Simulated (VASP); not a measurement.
Runs of VASP 6.6.1 on Au. The structure is that of space group P6_3/mmc (No. 194), or close to it. The cells are those of the table. 

| task | cell | k mesh | cutoff (eV) | k mesh for the DOS | occupations for the DOS | gap on the mesh (eV) | pressure (GPa) | relaxed volume (Å³/atom) |
| --- | --- | --- | --- | --- | --- | --- | --- | --- |
| single point | a = 2.841, b = 2.841, c = 4.740 Å, angles 90.0, 90.0, 120.0°, 2 atoms | 9 × 9 × 4 | 520 | - | - | none | 0.9 | - |
| relaxation of cell and atoms | relaxed from a = 2.841, b = 2.841, c = 4.740 Å, angles 90.0, 90.0, 120.0°, 2 atoms | 18 × 18 × 10 | 600 | - | - | none | 0.0 | 16.64 |
| single point | a = 2.900, b = 2.900, c = 4.880 Å, angles 90.0, 90.0, 120.0°, 2 atoms | 9 × 9 × 4 | 520 | - | - | none | (a) | - |
| relaxation of cell and atoms | relaxed from a = 2.900, b = 2.900, c = 4.880 Å, angles 90.0, 90.0, 120.0°, 2 atoms | 9 × 9 × 4 | 600 | - | - | none | 0.2 | 16.64 |

Alike in all rows: level LDA; potentials or basis VASP PAW LDA potentials, release 64 (Au); no spin polarisation; smearing gaussian 0.1 eV.

**Question.** Fill in the values left out.

**Answer.** (a) -10.3.

Caveats: spin-orbit coupling is left out, which moves the levels of the heavy elements.

A k mesh can miss the band edges, and the runs leave out spin-orbit coupling on Au.

A gap of «none» marks levels without a gap at the run's occupations.
